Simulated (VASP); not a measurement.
# Ru (P6_3/mmc) in VASP: further runs

Ru is run at these levels: PBE; tasks: single point.

Program: VASP 6.6.1. These are calculated values, not measurements. Logs are shortened: lines on timing, memory, paths and dates and some standing lists are left out, and cuts for length are marked.

### Step 1. The cell of the first run

The structure is hexagonal, space group P6_3/mmc (No. 194). The conventional cell has a = 2.584 Å, b = 2.584 Å, c = 4.512 Å, α = 90.00°, β = 90.00°, γ = 120.00°. Within 3.4 Å of Ru (site symmetry -6m2) lie 12 Ru at 2.58 to 2.70 Å.

### Step 2. Single point, PBE (strain -0.050 along x and y, +0.050 along z)

The input, INCAR:

```
SYSTEM = Ru
PREC     = Accurate       ! precision mode
ENCUT    = 520            ! plane-wave cutoff, eV
EDIFF    = 1E-7           ! SCF threshold, eV
ISMEAR   = 0              ! smearing method
SIGMA    = 0.15           ! smearing width, eV
LREAL    = .FALSE.        ! projectors in reciprocal space
LASPH    = .TRUE.         ! aspherical terms in the spheres
NELM     = 100            ! most SCF steps
ALGO     = Fast           ! electronic algorithm
ISIF     = 2              ! what is computed and relaxed
LWAVE    = .FALSE.        ! write WAVECAR
LCHARG   = .FALSE.        ! write CHGCAR
GGA      = PE             ! functional
NBANDS   = 21             ! bands
```

The input, KPOINTS:

```
regular mesh
0
G
  24 24 14
  0 0 0
```

The input, POSCAR:

```
Ru
1.0
    2.5840238363      0.0000000000      0.0000000000
   -1.2920119181      2.2378302863      0.0000000000
    0.0000000000      0.0000000000      4.5116079713
Ru
2
Direct
    0.3333333333      0.6666666667      0.2500000000
    0.6666666667      0.3333333333      0.7500000000
```

Potentials or basis: VASP PAW PBE potentials, release 64 (Ru_pv).

The run is started by

```bash
$ cat potpaw_PBE.64/Ru_pv/POTCAR > POTCAR
$ mpirun -np 1 vasp_std > vasp.out
```

OUTCAR:

```text
SYSTEM = Ru
   PREC = Accurate
   ENCUT = 520
   EDIFF = 1E-7
   ISMEAR = 0
   LREAL = .FALSE.
   LASPH = .TRUE.
   NELM = 100
   ISIF = 2
   GGA = PE

 ion  position               nearest neighbor table
   1  0.333  0.667  0.250-   2 2.70   2 2.70   2 2.70   2 2.70   2 2.70   2 2.70
   2  0.667  0.333  0.750-   1 2.70   1 2.70   1 2.70   1 2.70   1 2.70   1 2.70

  LATTYP: Found a hexagonal cell.
 ALAT       =     2.5840238363
 C/A-ratio  =     1.7459622113

  Lattice vectors:

 A1 = (   2.5840238363,   0.0000000000,   0.0000000000)
 A2 = (  -1.2920119181,   2.2378302863,   0.0000000000)
 A3 = (   0.0000000000,   0.0000000000,   4.5116079713)

Analysis of symmetry for initial positions (statically):
=====================================================================
 Subroutine PRICEL returns:
 Original cell was already a primitive cell.

 Routine SETGRP: Setting up the symmetry group for a
 hexagonal supercell.

 Subroutine GETGRP returns: Found 24 space group operations
 (whereof 12 operations were pure point group operations)
 out of a pool of 24 trial point group operations.

The static configuration has the point symmetry D_3d.
 The point group associated with its full space group is D_6h.

Analysis of symmetry for dynamics (positions and initial velocities):
=====================================================================
 Subroutine PRICEL returns:
 Original cell was already a primitive cell.

 Routine SETGRP: Setting up the symmetry group for a
 hexagonal supercell.

 Subroutine GETGRP returns: Found 24 space group operations
 (whereof 12 operations were pure point group operations)
 out of a pool of 24 trial point group operations.

The dynamic configuration has the point symmetry D_3d.
 The point group associated with its full space group is D_6h.

 Subroutine INISYM returns: Found 24 space group operations
 (whereof 12 operations are pure point group operations),
 and found     1 'primitive' translations

----------------------------------------------------------------------------------------

                                     Primitive cell

  volume of cell :      26.0889

  direct lattice vectors                    reciprocal lattice vectors
     2.584023836  0.000000000  0.000000000     0.386993334  0.223430706  0.000000000
    -1.292011918  2.237830286  0.000000000     0.000000000  0.446861411  0.000000000
     0.000000000  0.000000000  4.511607971     0.000000000  0.000000000  0.221650464

  length of vectors
     2.584023836  2.584023836  4.511607971     0.446861411  0.446861411  0.221650464

  position of ions in fractional coordinates (direct lattice)
     0.333333333  0.666666667  0.250000000
     0.666666667  0.333333333  0.750000000
[... 79 lines left out ...]
   EDIFFG = 0.1E-05   stopping-criterion for IOM
   NSW    =      0    number of steps for IOM
   IBRION =     -1    ionic relax: 0-MD 1-quasi-New 2-CG
   NFREE  =      0    steps in history (QN), initial steepest desc. (CG)
   ISIF   =      2    stress and relaxation
   ISYM   =      2    0-nonsym 1-usesym 2-fastsym
   POTIM  = 0.5000    time-step for ionic-motion
   TEBEG  =    0.0;   TEEND  =   0.0 temperature during run
   PSTRESS=    0.0 pullay stress
   NELECT =      28.0000    total number of electrons
   NUPDOWN=      -1.0000    fix difference up-down
   EMIN   =  10.00;   EMAX   =-10.00  energy-range for DOS
   EFERMI =   0.00;   METHOD = LEGACY
   ISMEAR =     0;   SIGMA  =   0.15  broadening in eV -4-tet -1-fermi 0-gaus
   EFERMI_NEDOS =   21; number of points for ismear=-14 and -15
   IALGO  =     68    algorithm
   IMIX   =      4    mixing-type and parameters
     AMIX     =   0.40;   BMIX     =  1.00
     AMIX_MAG =   1.60;   BMIX_MAG =  1.00
  volume/ion in A,a.u.               =      13.04        88.03
  Fermi-wavevector in a.u.,A,eV,Ry     =   1.676136  3.167437 38.224626  2.809431
  Thomas-Fermi vector in A             =   2.760632
   LORBIT       =      0    0 simple, 1 ext, 2 COOP (PROOUT), +10 PAW based schemes
   GGA     = PE    functional components
   LHFCALC =     F    Hartree Fock is set to
   AEXX    =    0.0000 exact exchange contribution
   IVDW    =     0    specifies the selected vdW correction
   LEPSILON=     F    determine dielectric tensor
   LRPA    =     F    only Hartree local field effects (RPA)
 non-spin polarized calculation
 RMM-DIIS sequential band-by-band and
 Gauss-broadening in eV      SIGMA  =   0.15
  energy-cutoff  :      520.00
  volume of cell :       26.09
 maximum number of plane-waves:       732
 NGX is ok and might be reduce to    20
   NGX =  9   NGY =  9   NGZ = 17

 number of electron      28.0000001 magnetization

 Free energy of the ion-electron system (eV)
  ---------------------------------------------------
  ext. energy  EPLUGINS =         0.00000000
  ---------------------------------------------------
  free energy    TOTEN  =       -18.10481524 eV

  energy without entropy =      -18.08862710  energy(sigma->0) =      -18.09672117

 E-fermi :  13.6095     XC(G=0): -14.3640

 val. band max:       13.6071961748   @ k =   0.4167   0.1667   0.2857
 cond. band min:      13.6172417243   @ k =   0.1667   0.1250   0.2143
 fundamental gap:      0.0100455495
 Fermi energy:        13.6094788256

 k-point     1 :       0.0000    0.0000    0.0000
  band No.  band energies     occupation
      1     -30.0605      2.00000
      2     -29.0287      2.00000
      3     -28.9929      2.00000
      4     -28.9929      2.00000
      5     -28.8820      2.00000
      6     -28.8820      2.00000
[... 565 lines left out ...]
     20      24.8856      0.00000
     21      25.2358      0.00000

 [... further k-points ...]

------------------------ aborting loop because EDIFF is reached ----------------------------------------

  FORCE on cell =-STRESS in cart. coord.  units (eV):
  Direction    XX          YY          ZZ          XY          YZ          ZX
  --------------------------------------------------------------------------------------
  -------------------------------------------------------------------------------------
  Total        6.5305663      6.5305663     -2.2693164      0.0000000      0.0000000     -0.0000000
  in kB      401.0572837    401.0572837   -139.3640046      0.0000000      0.0000000     -0.0000000
  external PRESSURE =     220.9168542 kB  Pullay stress =       0.0000000 kB

 VOLUME and BASIS-vectors are now :
 -----------------------------------------------------------------------------
  energy-cutoff  :      520.00
  volume of cell :       26.09
      direct lattice vectors                 reciprocal lattice vectors
     2.584023836  0.000000000  0.000000000     0.386993334  0.223430706  0.000000000
    -1.292011918  2.237830286  0.000000000     0.000000000  0.446861411  0.000000000
     0.000000000  0.000000000  4.511607971     0.000000000  0.000000000  0.221650464

 POSITION                                       TOTAL-FORCE (eV/Angst)
 -----------------------------------------------------------------------------------
     -0.00000      1.49189      1.12790         0.000000     -0.000000      0.000000
      1.29201      0.74594      3.38371        -0.000000      0.000000      0.000000
 -----------------------------------------------------------------------------------
    total drift:                               -0.000000      0.000000     -0.000000

  FREE ENERGIE OF THE ION-ELECTRON SYSTEM (eV)
  ---------------------------------------------------
  free  energy   TOTEN  =       -18.1048152357 eV

  energy  without entropy=      -18.0886270958  energy(sigma->0) =      -18.09672117
```

OSZICAR:

```text
N       E                     dE             d eps       ncg     rms          rms(c)
DAV:   1     0.288728037248E+03    0.28873E+03   -0.17568E+04 20528   0.149E+03
DAV:   2    -0.135245393279E+02   -0.30225E+03   -0.29301E+03 20964   0.448E+02
DAV:   3    -0.193208118698E+02   -0.57963E+01   -0.57606E+01 24421   0.695E+01
DAV:   4    -0.193631775992E+02   -0.42366E-01   -0.42295E-01 25029   0.575E+00
DAV:   5    -0.193637400427E+02   -0.56244E-03   -0.55833E-03 23514   0.594E-01    0.198E+01
RMM:   6    -0.182034536972E+02    0.11603E+01   -0.24227E+00 20944   0.132E+01    0.608E+00
RMM:   7    -0.181119625847E+02    0.91491E-01   -0.38117E-01 22501   0.476E+00    0.124E+00
RMM:   8    -0.181048473274E+02    0.71153E-02   -0.24313E-02 23161   0.147E+00    0.410E-01
RMM:   9    -0.181048020112E+02    0.45316E-04   -0.21785E-03 23276   0.425E-01    0.717E-02
RMM:  10    -0.181048194299E+02   -0.17419E-04   -0.30005E-04 23777   0.160E-01    0.226E-02
RMM:  11    -0.181048171464E+02    0.22835E-05   -0.52547E-05 24854   0.496E-02    0.547E-03
RMM:  12    -0.181048149236E+02    0.22228E-05   -0.10590E-05 25665   0.220E-02    0.248E-03
RMM:  13    -0.181048153412E+02   -0.41756E-06   -0.14289E-06 25155   0.938E-03    0.571E-04
RMM:  14    -0.181048152110E+02    0.13017E-06   -0.23811E-07 17647   0.422E-03    0.402E-04
RMM:  15    -0.181048152357E+02   -0.24699E-07   -0.47149E-08 15509   0.189E-03
   1 F= -.18104815E+02 E0= -.18096721E+02  d E =-.161881E-01
```

It took 7.1 min on 1 thread of AMD EPYC 7R43 (Zen 3), shared host; peak memory 0.27 GiB.

What came out:

- Free energy: -18.1048 eV
- Pressure: 22.1 GPa
- Band gap on the k mesh: zero (bands 14 and 15 overlap by 3.21 eV)

Stress tensor (GPa, compression positive):
```
 40.11   0.00   0.00
  0.00  40.11   0.00
  0.00   0.00 -13.94
```

Levels at points of the mesh, in eV from the Fermi level:
```csv
k point,band 11,band 12,band 13,band 14,band 15,band 16,band 17,band 18
"(0.00, 0.00, 0.00)",-2.70,-2.20,-2.20,-0.70,-0.70,0.23,1.29,1.29
"(0.50, 0.00, 0.00)",-2.46,-2.06,-1.51,1.61,2.16,2.42,4.48,6.66
"(0.00, 0.00, 0.50)",-2.69,-2.69,-2.69,-2.69,0.61,0.61,0.61,0.61
"(0.50, 0.00, 0.50)",-0.77,-0.77,0.48,0.48,2.31,2.31,3.60,3.60
```

Caveat: the cell differs from its parent crystal (strain -0.050 along x and y, +0.050 along z); the cell stands under pressure.

### Step 3. Single point, PBE (strain +0.000 along x and y, +0.025 along z)

The input, INCAR:

```
SYSTEM = Ru
PREC = Accurate
ENCUT = 520
EDIFF = 1E-7
ISMEAR = 0
SIGMA = 0.15
LREAL = .False.
LASPH = .True.
NELM = 60
ALGO = Fast
ISIF = 2
LWAVE = .False.
LCHARG = .False.
GGA = PE
NBANDS = 21
```

The input, KPOINTS:

```
regular mesh
0
Gamma
  24 24 14
  0 0 0
```

The input, POSCAR:

```
Ru
1.0
    2.7200250909      0.0000000000      0.0000000000
   -1.3600125454      2.3556108276      0.0000000000
    0.0000000000      0.0000000000      4.4041887339
Ru
2
Direct
    0.3333333333      0.6666666667      0.2500000000
    0.6666666667      0.3333333333      0.7500000000
```

Potentials or basis: VASP PAW PBE potentials, release 64 (Ru_pv).

The run is started by

```bash
$ cat potpaw_PBE.64/Ru_pv/POTCAR > POTCAR
$ mpirun -np 1 vasp_std > vasp.out
```

Run time: 1.9 min. Hardware: 1 thread of Intel Xeon 6975P-C (Granite Rapids), shared host; peak memory 0.32 GiB.

It converged, with:

```
Free energy            : -18.4431 eV
Pressure               : -7.4 GPa
Band gap on the k mesh : zero (bands 14 and 15 overlap by 3.07 eV)
```

Stress tensor (GPa, compression positive):
```
 -3.70   0.00   0.00
  0.00  -3.70   0.00
  0.00   0.00 -14.77
```

Levels at points of the mesh, in eV from the Fermi level:
```csv
k point,band 10,band 11,band 12,band 13,band 14,band 15,band 16,band 17,band 18,band 19
"(0.00, 0.00, 0.00)",-2.43,-2.43,-1.84,-1.84,-1.15,-1.15,1.00,1.11,1.11,9.53
"(0.50, 0.00, 0.00)",-2.69,-2.10,-1.65,-1.56,1.46,1.69,1.80,3.91,5.91,10.71
"(0.00, 0.00, 0.50)",-2.71,-2.54,-2.54,-2.54,-2.54,0.49,0.49,0.49,0.49,10.46
"(0.50, 0.00, 0.50)",-4.36,-0.92,-0.92,0.43,0.43,1.67,1.67,3.26,3.26,10.15
```

Caveat: the cell differs from its parent crystal (strain +0.000 along x and y, +0.025 along z); the cell stands under tension.
